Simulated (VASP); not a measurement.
# Ru (P6_3/mmc) in VASP: a series of runs, part 2 of 3

VASP 6.6.1. The steps go on from the part before.

## (3) Relaxation of cell and atoms, revPBE+D3(BJ)

INCAR

```
ALGO = Normal
EDIFF = 1E-6
EDIFFG = -0.02
ENCUT = 600
GGA = RE
IBRION = 2
ISIF = 3
ISMEAR = -1
IVDW = 12
LASPH = T
LCHARG = F
LREAL = F
LWAVE = F
NELM = 100
NSW = 80
PREC = Accurate
SIGMA = 0.1
```

KPOINTS

```
k-points
0
Gamma
  10 10 6
```

POSCAR

```
Ru
1.0
    2.7058000000      0.0000000000      0.0000000000
   -1.3529000000      2.3432915400      0.0000000000
    0.0000000000      0.0000000000      4.2819000000
Ru
2
Direct
    0.3333333300      0.6666666700      0.2500000000
    0.6666666700      0.3333333300      0.7500000000
```

Potentials or basis: VASP PAW PBE potentials, release 64 (Ru_pv).

Command:

```console
> cat potpaw_PBE.64/Ru_pv/POTCAR > POTCAR
> mpirun -np 1 vasp_std > vasp.out
```

OUTCAR:

```text
EDIFF = 1E-6
   EDIFFG = -0.02
   ENCUT = 600
   GGA = RE
   IBRION = 2
   ISIF = 3
   ISMEAR = -1
   IVDW = 12
   LASPH = T
   LREAL = F
   NELM = 100
   NSW = 80
   PREC = Accurate
 IVDW          = 12

 ion  position               nearest neighbor table
   1  0.333  0.667  0.250-   2 2.65   2 2.65   2 2.65   2 2.65   2 2.65   2 2.65
   2  0.667  0.333  0.750-   1 2.65   1 2.65   1 2.65   1 2.65   1 2.65   1 2.65

  LATTYP: Found a hexagonal cell.
 ALAT       =     2.7058000000
 C/A-ratio  =     1.5824894671

  Lattice vectors:

 A1 = (   2.7058000000,   0.0000000000,   0.0000000000)
 A2 = (  -1.3529000000,   2.3432915400,   0.0000000000)
 A3 = (   0.0000000000,   0.0000000000,   4.2819000000)

Analysis of symmetry for initial positions (statically):
=====================================================================
 Subroutine PRICEL returns:
 Original cell was already a primitive cell.

 Routine SETGRP: Setting up the symmetry group for a
 hexagonal supercell.

 Subroutine GETGRP returns: Found 24 space group operations
 (whereof 12 operations were pure point group operations)
 out of a pool of 24 trial point group operations.

The static configuration has the point symmetry D_3d.
 The point group associated with its full space group is D_6h.

Analysis of symmetry for dynamics (positions and initial velocities):
=====================================================================
 Subroutine PRICEL returns:
 Original cell was already a primitive cell.

 Routine SETGRP: Setting up the symmetry group for a
 hexagonal supercell.

 Subroutine GETGRP returns: Found 24 space group operations
 (whereof 12 operations were pure point group operations)
 out of a pool of 24 trial point group operations.

The dynamic configuration has the point symmetry D_3d.
 The point group associated with its full space group is D_6h.

 Subroutine INISYM returns: Found 24 space group operations
 (whereof 12 operations are pure point group operations),
 and found     1 'primitive' translations

----------------------------------------------------------------------------------------

                                     Primitive cell

  volume of cell :      27.1493

  direct lattice vectors                    reciprocal lattice vectors
     2.705800000  0.000000000  0.000000000     0.369576465  0.213375072  0.000000000
    -1.352900000  2.343291540  0.000000000     0.000000000  0.426750143  0.000000000
     0.000000000  0.000000000  4.281900000     0.000000000  0.000000000  0.233541185

  length of vectors
     2.705800000  2.705800002  4.281900000     0.426750143  0.426750143  0.233541185

  position of ions in fractional coordinates (direct lattice)
     0.333333330  0.666666670  0.250000000
     0.666666670  0.333333330  0.750000000

  ion indices of the primitive-cell ions
   primitive index   ion index
                 1           1
                 2           2

----------------------------------------------------------------------------------------

 KPOINTS: k-points

Automatic generation of k-mesh.
 Grid dimensions read from file:
 generate k-points for:   10   10    6

 Generating k-lattice:

  Cartesian coordinates                     Fractional coordinates (reciprocal lattice)
     0.036957647  0.021337507  0.000000000     0.100000000  0.000000000  0.000000000
     0.000000000  0.042675014  0.000000000     0.000000000  0.100000000  0.000000000
     0.000000000  0.000000000  0.038923531     0.000000000  0.000000000  0.166666667

  Length of vectors
     0.042675014  0.042675014  0.038923531

  Shift w.r.t. Gamma in fractional coordinates (k-lattice)
     0.000000000  0.000000000  0.000000000

 Subroutine IBZKPT returns following result:
 ===========================================

 Found     56 irreducible k-points:

 Following reciprocal coordinates:
            Coordinates               Weight
  0.000000  0.000000  0.000000      1.000000
  0.100000 -0.000000  0.000000      6.000000
  0.200000 -0.000000  0.000000      6.000000
  0.300000 -0.000000  0.000000      6.000000
  0.400000 -0.000000  0.000000      6.000000
  0.500000  0.000000  0.000000      3.000000
[... 16 lines left out ...]
  0.300000  0.100000  0.166667     24.000000
  0.400000  0.100000  0.166667     24.000000
 [... further k-points ...]
   k-points           NKPTS =     56   k-points in BZ     NKDIM =     56   number of bands    NBANDS=     18
   number of dos      NEDOS =    301   number of ions     NIONS =      2
   total plane-waves  NPLWV =  20736
   dimension x,y,z NGX =    24 NGY =   24 NGZ =   36
   dimension x,y,z NGXF=    48 NGYF=   48 NGZF=   72
   ions per type =               2
   NGX,Y,Z   is equivalent  to a cutoff of  14.75, 14.75, 13.98 a.u.
   NGXF,Y,Z  is equivalent  to a cutoff of  29.49, 29.49, 27.95 a.u.
 SYSTEM =  unknown system
   PREC   = accura    normal or accurate (medium, high low for compatibility)
   ISTART =      0    job   : 0-new  1-cont  2-samecut
   ICHARG =      2    charge: 1-file 2-atom 10-const
   ISPIN  =      1    spin polarized calculation?
   LNONCOLLINEAR =      F non collinear calculations
   LSORBIT =      F    spin-orbit coupling
   LASPH  =      T    aspherical Exc in radial PAW
   ENCUT  =  600.0 eV  44.10 Ry    6.64 a.u.   5.40  5.40  8.55*2*pi/ulx,y,z
   NELM   =    100;   NELMIN=  2; NELMDL= -5     # of ELM steps
   EDIFF  = 0.1E-05   stopping-criterion for ELM
   LREAL  =      F    real-space projection
   EDIFFG = -.2E-01   stopping-criterion for IOM
   NSW    =     80    number of steps for IOM
   IBRION =      2    ionic relax: 0-MD 1-quasi-New 2-CG
   NFREE  =      1    steps in history (QN), initial steepest desc. (CG)
   ISIF   =      3    stress and relaxation
   ISYM   =      2    0-nonsym 1-usesym 2-fastsym
   POTIM  = 0.5000    time-step for ionic-motion
   TEBEG  =    0.0;   TEEND  =   0.0 temperature during run
   PSTRESS=    0.0 pullay stress
   NELECT =      28.0000    total number of electrons
   NUPDOWN=      -1.0000    fix difference up-down
   EMIN   =  10.00;   EMAX   =-10.00  energy-range for DOS
   EFERMI =   0.00;   METHOD = LEGACY
   ISMEAR =    -1;   SIGMA  =   0.10  broadening in eV -4-tet -1-fermi 0-gaus
   EFERMI_NEDOS =   21; number of points for ismear=-14 and -15
   IALGO  =     38    algorithm
   IMIX   =      4    mixing-type and parameters
     AMIX     =   0.40;   BMIX     =  1.00
     AMIX_MAG =   1.60;   BMIX_MAG =  1.00
  volume/ion in A,a.u.               =      13.57        91.61
  Fermi-wavevector in a.u.,A,eV,Ry     =   1.654022  3.125649 37.222674  2.735789
  Thomas-Fermi vector in A             =   2.742361
   LORBIT       =      0    0 simple, 1 ext, 2 COOP (PROOUT), +10 PAW based schemes
   GGA     = RE    functional components
   LHFCALC =     F    Hartree Fock is set to
   AEXX    =    0.0000 exact exchange contribution
   IVDW    =    12    specifies the selected vdW correction
   LEPSILON=     F    determine dielectric tensor
   LRPA    =     F    only Hartree local field effects (RPA)
 conjugate gradient relaxation of ions
 non-spin polarized calculation
  energy-cutoff  :      600.00
  volume of cell :       27.15
 maximum number of plane-waves:       935
 NGX is ok and might be reduce to    24
   NGX = 11   NGY = 11   NGZ = 17

--------------------------------------- Ionic step        1  -------------------------------------------

 number of electron      28.0000002 magnetization

 Free energy of the ion-electron system (eV)
  ---------------------------------------------------
  ext. energy  EPLUGINS =         0.00000000
  ---------------------------------------------------
  free energy    TOTEN  =       -17.44527798 eV

  energy without entropy =      -17.38141117  energy(sigma->0) =      -17.41334458

------------------------ aborting loop because EDIFF is reached ----------------------------------------

 Edisp (eV)   -2.36244

 E8    (eV) :    -1.6874
[... 231 lines left out ...]
--------------------------------------- Ionic step        7  -------------------------------------------

 number of electron      27.9999995 magnetization

 Free energy of the ion-electron system (eV)
  ---------------------------------------------------
  ext. energy  EPLUGINS =         0.00000000
  ---------------------------------------------------
  free energy    TOTEN  =       -17.40612635 eV

  energy without entropy =      -17.34560313  energy(sigma->0) =      -17.37586474

 E-fermi :  13.2853     XC(G=0): -14.1975

 val. band max:       13.1449518169   @ k =   0.5000   0.0000   0.1667
 cond. band min:      13.2890588232   @ k =   0.1000   0.1000   0.3333
 fundamental gap:      0.1441070063
 Fermi energy:        13.2852674183

 k-point     1 :       0.0000    0.0000    0.0000
  band No.  band energies     occupation
      1     -30.4676      2.00000
      2     -29.4664      2.00000
      3     -29.4664      2.00000
      4     -29.2795      2.00000
      5     -29.2795      2.00000
      6     -29.2296      2.00000
[... 481 lines left out ...]
      5     -29.5296      2.00000
      6     -29.4514      2.00000
[... 10 lines left out ...]
     17      16.9928      0.00000
     18      20.1523      0.00000

 [... further k-points ...]

------------------------ aborting loop because EDIFF is reached ----------------------------------------

 Edisp (eV)   -2.41431

 E8    (eV) :    -1.7248
[... 25 lines left out ...]
  FREE ENERGIE OF THE ION-ELECTRON SYSTEM (eV)
  ---------------------------------------------------
  free  energy   TOTEN  =       -19.8204329193 eV

  energy  without entropy=      -19.7599096958  energy(sigma->0) =      -19.79017131

 reached required accuracy - stopping structural energy minimisation
```

CONTCAR:

```text
Ru
   1.00000000000000
     2.6924696449784835    0.0000000000000000    0.0000000000000000
    -1.3462348224892418    2.3317471138737349   -0.0000000000000000
     0.0000000000000000   -0.0000000000000000    4.2358507325768144
  Ru
     2
Direct
     0.3333333300000021    0.6666666699999979    0.2500000000000000
     0.6666666699999979    0.3333333300000021    0.7500000000000000

  0.00000000E+00  0.00000000E+00  0.00000000E+00
  0.00000000E+00  0.00000000E+00  0.00000000E+00
```

Run time: 2 min. Hardware: 1 thread of Intel Xeon 8259CL, shared host; peak memory 0.19 GiB.

What came out:

| Property | Result |
| --- | --- |
| Free energy | -19.8204 eV |
| Relaxed volume | 13.30 Å³/atom |
| Relaxed cell | a = 2.692 Å, b = 2.692 Å, c = 4.236 Å, α = 90.00°, β = 90.00°, γ = 120.00° |
| Space group after relaxing (to 0.1 Å) | P6_3/mmc (No. 194) |
| Energy gained by relaxing | 6.4 meV/atom |
| Ionic steps | 7 |
| Pressure after relaxing | 0.2 GPa |
| Band gap on the k mesh | zero (bands 14 and 15 overlap by 3.31 eV) |
| Dispersion energy per atom | -1.207 eV |

Step by step:
```
step  energy change (eV)  largest force (eV/Å)  pressure (GPa)  volume (Å³)
   1              0.0000                0.0000           -6.68        27.15
   2              0.1093                0.0000           25.22        24.99
   3             -0.0125                0.0000           -0.05        26.61
   4             -0.0125                0.0000            0.12        26.59
   5             -0.0125                0.0000            0.26        26.58
   6             -0.0126                0.0000            0.03        26.60
   7             -0.0127                0.0000            0.15        26.59
```

Final structure:
```
Ru
1.0
     2.69247    0.00000    0.00000
    -1.34623    2.33175    0.00000
     0.00000    0.00000    4.23585
Ru
2
Direct
  0.33333 0.66667 0.25000
  0.66667 0.33333 0.75000
```

Caveat: the PAW data sets were made with another functional, which shifts forces and pressure a little.

(Part 2 of 3 ends here.)
